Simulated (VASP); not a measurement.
# Be4Se3S (an interface model) in VASP: single point with PBEsol

Aim: the single point of Be4Se3S (an interface model) with PBEsol.

Program: VASP 6.6.1. These are calculated values, not measurements. Logs are shortened: lines on timing, memory, paths and dates and some standing lists are left out, and cuts for length are marked.

### Step 1. The cell of the first run

The cell holds layers of an interface, 8 atoms: a = 3.421 Å, b = 4.838 Å, c = 7.382 Å, α = 90.00°, β = 90.00°, γ = 90.00°.

### Step 2. Single point, PBEsol, collinear spin

File INCAR:

```
SYSTEM = Be4Se3S
PREC     = Accurate       ! precision mode
ENCUT    = 520            ! plane-wave cutoff, eV
EDIFF    = 1E-6           ! SCF threshold, eV
ISMEAR   = -1             ! smearing method
SIGMA    = 0.05           ! smearing width, eV
LREAL    = .False.        ! projectors in reciprocal space
LASPH    = .True.         ! aspherical terms in the spheres
NELM     = 200            ! most SCF steps
ALGO     = Normal         ! electronic algorithm
ISIF     = 2              ! what is computed and relaxed
LWAVE    = .False.        ! write WAVECAR
LCHARG   = .False.        ! write CHGCAR
ISPIN    = 2              ! spin polarisation
MAGMOM   = 0.125 0.125 0.125 0.125 0.125 0.125 0.125 0.125 ! initial moments
LORBIT   = 11             ! projections on sites
GGA      = PS             ! functional
NBANDS   = 30             ! bands
GGA_COMPAT= .False.
```

File KPOINTS:

```
regular mesh
0
Gamma
  4 3 2
  0 0 0
```

File POSCAR:

```
Be4Se3S
1.0
    2.4189980000     -2.4189980000      0.0000000000
    0.0000000000      0.0000000000      4.8379970000
   -5.2197040000     -5.2197040000      0.0000000000
Be Se S
4 3 1
Direct
    0.9749730000      0.9931980000      0.9984800000
    0.0573960000      0.0032880000      0.4812360000
    0.4363760000      0.4976490000      0.7562650000
    0.4988460000      0.4632630000      0.2516650000
    0.9859710000      0.2622630000      0.7339270000
    0.9461560000      0.2534470000      0.2252950000
    0.5043580000      0.7092140000      0.4670800000
    0.5297180000      0.7562020000      0.9940370000
```

Potentials or basis: VASP PAW PBE potentials, release 64 (Be, Se, S).

Run with:

```
$ cat potpaw_PBE.64/Be/POTCAR potpaw_PBE.64/Se/POTCAR potpaw_PBE.64/S/POTCAR > POTCAR
$ mpirun -np 1 vasp_std > vasp.out
```

OUTCAR:

```text
SYSTEM = Be4Se3S
   PREC = Accurate
   ENCUT = 520
   EDIFF = 1E-6
   ISMEAR = -1
   LREAL = .False.
   LASPH = .True.
   NELM = 200
   ISIF = 2
   ISPIN = 2
   LORBIT = 11
   GGA = PS

 ion  position               nearest neighbor table
   1  0.975  0.993  0.998-   8 1.91   6 2.10   8 2.22   5 2.35
   2  0.057  0.003  0.481-   7 2.09   5 2.26   6 2.28   7 2.37
   3  0.436  0.498  0.756-   5 1.92   8 2.18   5 2.20   7 2.38
   4  0.499  0.463  0.252-   6 1.85   7 1.99   6 2.15   8 2.37
   5  0.986  0.262  0.734-   3 1.92   3 2.20   2 2.26   1 2.35
   6  0.946  0.253  0.225-   4 1.85   1 2.10   4 2.15   2 2.28
   7  0.504  0.709  0.467-   4 1.99   2 2.09   2 2.37   3 2.38
   8  0.530  0.756  0.994-   1 1.91   3 2.18   1 2.22   4 2.37

  LATTYP: Found a simple orthorhombic cell.
 ALAT       =     3.4209797790
 B/A-ratio  =     1.4142138547
 C/A-ratio  =     2.1577959138

  Lattice vectors:

 A1 = (   2.4189980000,  -2.4189980000,   0.0000000000)
 A2 = (   0.0000000000,   0.0000000000,   4.8379970000)
 A3 = (  -5.2197040000,  -5.2197040000,   0.0000000000)

Analysis of symmetry for initial positions (statically):
=====================================================================
 Subroutine PRICEL returns:
 Original cell was already a primitive cell.

 Routine SETGRP: Setting up the symmetry group for a
 simple orthorhombic supercell.

 Subroutine GETGRP returns: Found  1 space group operations
 (whereof  1 operations were pure point group operations)
 out of a pool of  8 trial point group operations.

The static configuration has the point symmetry C_1 .

Analysis of symmetry for dynamics (positions and initial velocities):
=====================================================================
 Subroutine PRICEL returns:
 Original cell was already a primitive cell.

 Routine SETGRP: Setting up the symmetry group for a
 simple orthorhombic supercell.

 Subroutine GETGRP returns: Found  1 space group operations
 (whereof  1 operations were pure point group operations)
 out of a pool of  8 trial point group operations.

The dynamic configuration has the point symmetry C_1 .

Analysis of structural, dynamic, and magnetic symmetry:
=====================================================================
 Subroutine PRICEL returns:
 Original cell was already a primitive cell.

 Routine SETGRP: Setting up the symmetry group for a
 simple orthorhombic supercell.

 Subroutine GETGRP returns: Found  1 space group operations
 (whereof  1 operations were pure point group operations)
 out of a pool of  8 trial point group operations.

The overall configuration has the point symmetry C_1 .

 Subroutine INISYM returns: Found  1 space group operations
 (whereof  1 operations are pure point group operations),
 and found     1 'primitive' translations

----------------------------------------------------------------------------------------

                                     Primitive cell

  volume of cell :     122.1735

  direct lattice vectors                    reciprocal lattice vectors
     2.418998000 -2.418998000  0.000000000     0.206697153 -0.206697153  0.000000000
     0.000000000  0.000000000  4.837997000     0.000000000  0.000000000  0.206697110
    -5.219704000 -5.219704000  0.000000000    -0.095790872 -0.095790872  0.000000000

  length of vectors
     3.420979779  4.837997000  7.381776188     0.292313917  0.206697110  0.135468751

  position of ions in fractional coordinates (direct lattice)
     0.974973000  0.993198000  0.998480000
     0.057396000  0.003288000  0.481236000
     0.436376000  0.497649000  0.756265000
     0.498846000  0.463263000  0.251665000
     0.985971000  0.262263000  0.733927000
     0.946156000  0.253447000  0.225295000
     0.504358000  0.709214000  0.467080000
     0.529718000  0.756202000  0.994037000

  ion indices of the primitive-cell ions
   primitive index   ion index
                 1           1
                 2           2
                 3           3
[... 49 lines left out ...]
   number of dos      NEDOS =    301   number of ions     NIONS =      8
   total plane-waves  NPLWV =  56448
   dimension x,y,z NGX =    28 NGY =   36 NGZ =   56
   dimension x,y,z NGXF=    56 NGYF=   72 NGZF=  112
   ions per type =               4   3   1
   NGX,Y,Z   is equivalent  to a cutoff of  13.61, 12.37, 12.61 a.u.
   NGXF,Y,Z  is equivalent  to a cutoff of  27.21, 24.74, 25.22 a.u.
 SYSTEM =  Be4Se3S
   PREC   = accura    normal or accurate (medium, high low for compatibility)
   ISTART =      0    job   : 0-new  1-cont  2-samecut
   ICHARG =      2    charge: 1-file 2-atom 10-const
   ISPIN  =      2    spin polarized calculation?
   LNONCOLLINEAR =      F non collinear calculations
   LSORBIT =      F    spin-orbit coupling
   LASPH  =      T    aspherical Exc in radial PAW
   ENCUT  =  520.0 eV  38.22 Ry    6.18 a.u.   6.36  9.00 13.73*2*pi/ulx,y,z
   NELM   =    200;   NELMIN=  2; NELMDL= -5     # of ELM steps
   EDIFF  = 0.1E-05   stopping-criterion for ELM
   LREAL  =      F    real-space projection
   EDIFFG = 0.1E-04   stopping-criterion for IOM
   NSW    =      0    number of steps for IOM
   IBRION =     -1    ionic relax: 0-MD 1-quasi-New 2-CG
   NFREE  =      0    steps in history (QN), initial steepest desc. (CG)
   ISIF   =      2    stress and relaxation
   ISYM   =      2    0-nonsym 1-usesym 2-fastsym
   POTIM  = 0.5000    time-step for ionic-motion
   TEBEG  =    0.0;   TEEND  =   0.0 temperature during run
   PSTRESS=    0.0 pullay stress
   NELECT =      32.0000    total number of electrons
   NUPDOWN=      -1.0000    fix difference up-down
   EMIN   =  10.00;   EMAX   =-10.00  energy-range for DOS
   EFERMI =   0.00;   METHOD = LEGACY
   ISMEAR =    -1;   SIGMA  =   0.05  broadening in eV -4-tet -1-fermi 0-gaus
   EFERMI_NEDOS =   21; number of points for ismear=-14 and -15
   IALGO  =     38    algorithm
   IMIX   =      4    mixing-type and parameters
     AMIX     =   0.40;   BMIX     =  1.00
     AMIX_MAG =   1.60;   BMIX_MAG =  1.00
  volume/ion in A,a.u.               =      15.27       103.06
  Fermi-wavevector in a.u.,A,eV,Ry     =   1.047448  1.979390 14.927597  1.097147
  Thomas-Fermi vector in A             =   2.182329
   LORBIT       =     11    0 simple, 1 ext, 2 COOP (PROOUT), +10 PAW based schemes
   GGA     = PS    functional components
   LHFCALC =     F    Hartree Fock is set to
   AEXX    =    0.0000 exact exchange contribution
   IVDW    =     0    specifies the selected vdW correction
   LEPSILON=     F    determine dielectric tensor
   LRPA    =     F    only Hartree local field effects (RPA)
 spin polarized calculation
  energy-cutoff  :      520.00
  volume of cell :      122.17
 maximum number of plane-waves:      3316
 NGX is ok and might be reduce to    28
   NGX = 13   NGY = 17   NGZ = 27

 number of electron      31.9999999 magnetization       0.0005594

 number of electron      31.9999999 magnetization      -0.0000688

 Free energy of the ion-electron system (eV)
  ---------------------------------------------------
  ext. energy  EPLUGINS =         0.00000000
  ---------------------------------------------------
  free energy    TOTEN  =       -36.47567023 eV

  energy without entropy =      -36.47567022  energy(sigma->0) =      -36.47567023

 E-fermi :   5.3263     XC(G=0):  -9.9178

 val. band max:        4.4804448961   @ k =   0.0000   0.0000   0.0000
 cond. band min:       6.1773077886   @ k =   0.5000   0.0000   0.0000
 fundamental gap:      1.6968628925
 Fermi energy:         5.3262598405

 spin component 1

 k-point     1 :       0.0000    0.0000    0.0000
  band No.  band energies     occupation
      1     -10.2771      1.00000
      2      -9.0259      1.00000
      3      -8.5623      1.00000
      4      -7.8615      1.00000
      5      -1.2566      1.00000
      6      -0.6558      1.00000
[... 423 lines left out ...]
     27      12.4536      0.00000
     28      12.6514      0.00000
 Fermi energy:         5.3262598405

 spin component 2

 k-point     1 :       0.0000    0.0000    0.0000
  band No.  band energies     occupation
      1     -10.2771      1.00000
      2      -9.0259      1.00000
      3      -8.5623      1.00000
      4      -7.8615      1.00000
      5      -1.2566      1.00000
      6      -0.6558      1.00000
[... 423 lines left out ...]
     27      12.4536      0.00000
     28      12.6514      0.00000
 [bands above 28 left out]

------------------------ aborting loop because EDIFF is reached ----------------------------------------

  FORCE on cell =-STRESS in cart. coord.  units (eV):
  Direction    XX          YY          ZZ          XY          YZ          ZX
  --------------------------------------------------------------------------------------
  -------------------------------------------------------------------------------------
  Total        8.4028321      7.6014096      9.1873222     -7.4111855     -1.6580748     -2.3436590
  in kB      110.1943409     99.6845252    120.4821070    -97.1899349    -21.7439143    -30.7346332
  external PRESSURE =     110.1203244 kB  Pullay stress =       0.0000000 kB

 VOLUME and BASIS-vectors are now :
 -----------------------------------------------------------------------------
  energy-cutoff  :      520.00
  volume of cell :      122.17
      direct lattice vectors                 reciprocal lattice vectors
     2.418998000 -2.418998000  0.000000000     0.206697153 -0.206697153  0.000000000
     0.000000000  0.000000000  4.837997000     0.000000000  0.000000000  0.206697110
    -5.219704000 -5.219704000  0.000000000    -0.095790872 -0.095790872  0.000000000

 POSITION                                       TOTAL-FORCE (eV/Angst)
 -----------------------------------------------------------------------------------
     -2.85331     -7.57023      4.80509         1.963720     -0.462348      0.037695
     -2.37307     -2.65075      0.01591        -0.852802      1.068734     -0.170802
     -2.89189     -5.00307      2.40762         1.936653     -1.999926      2.132744
     -0.10691     -2.52032      2.24127        -1.323741      3.608532      2.367734
     -1.44582     -6.21594      1.26883        -1.685915      1.323345     -2.399007
      1.11278     -3.46472      1.22618         2.619169     -3.151056     -2.607531
     -1.21798     -3.65806      3.43118        -1.188862     -2.268780      1.951753
     -3.90719     -6.46997      3.65850        -1.468221      1.881500     -1.312586
 -----------------------------------------------------------------------------------
    total drift:                               -0.000242      0.000050     -0.000124

  FREE ENERGIE OF THE ION-ELECTRON SYSTEM (eV)
  ---------------------------------------------------
  free  energy   TOTEN  =       -36.4756702301 eV

  energy  without entropy=      -36.4756702226  energy(sigma->0) =      -36.47567023

 total charge

# of ion       s       p       d       tot
------------------------------------------
    1        0.407   0.703   0.000   1.110
    2        0.379   0.602   0.000   0.982
    3        0.411   0.697   0.000   1.108
    4        0.464   0.857   0.000   1.321
    5        1.429   2.586   0.040   4.054
    6        1.431   2.664   0.049   4.144
    7        1.430   2.575   0.039   4.044
    8        1.305   2.489   0.000   3.794
--------------------------------------------------
tot          7.256  13.172   0.128  20.556

 magnetization (x)

# of ion       s       p       d       tot
------------------------------------------
    1        0.000   0.000   0.000   0.000
    2        0.000   0.000   0.000   0.000
    3        0.000   0.000   0.000   0.000
    4       -0.000   0.000   0.000   0.000
    5       -0.000  -0.000   0.000  -0.000
    6       -0.000   0.000   0.000  -0.000
    7       -0.000   0.000  -0.000   0.000
    8       -0.000  -0.000   0.000  -0.000
--------------------------------------------------
tot         -0.000   0.000  -0.000   0.000
```

It took 2 min on 1 thread of Intel Xeon Platinum 8259CL at 2.50GHz (Skylake/Cascade Lake), shared host; peak memory 0.3 GiB.

Results:

| Property | Result |
| --- | --- |
| Free energy | -36.4757 eV |
| Pressure | 11.0 GPa |
| Largest force | 4.857 eV/Å |
| Band gap on the k mesh | 1.70 eV (least direct gap 1.78 eV) |
| Net moment | 0.00 μB per cell |
| Valence electrons inside the program's atomic spheres | Be 1.11, 0.98, 1.32 (each value once); Se 4.05, 4.14, 4.04; S 3.79 |

Forces in eV/Å, atoms in the order of the input:
```
Be   1.964 -0.462  0.038
Be  -0.853  1.069 -0.171
Be   1.937 -2.000  2.133
Be  -1.324  3.609  2.368
Se  -1.686  1.323 -2.399
Se   2.619 -3.151 -2.608
Se  -1.189 -2.269  1.952
S   -1.468  1.881 -1.313
```

Stress tensor (GPa, compression positive):
```
11.02 -9.72 -3.07
-9.72  9.97 -2.17
-3.07 -2.17 12.05
```

Caveat: the k points lie up to 0.46 Å⁻¹ apart; the PAW data sets were made with another functional, which shifts forces and pressure a little.
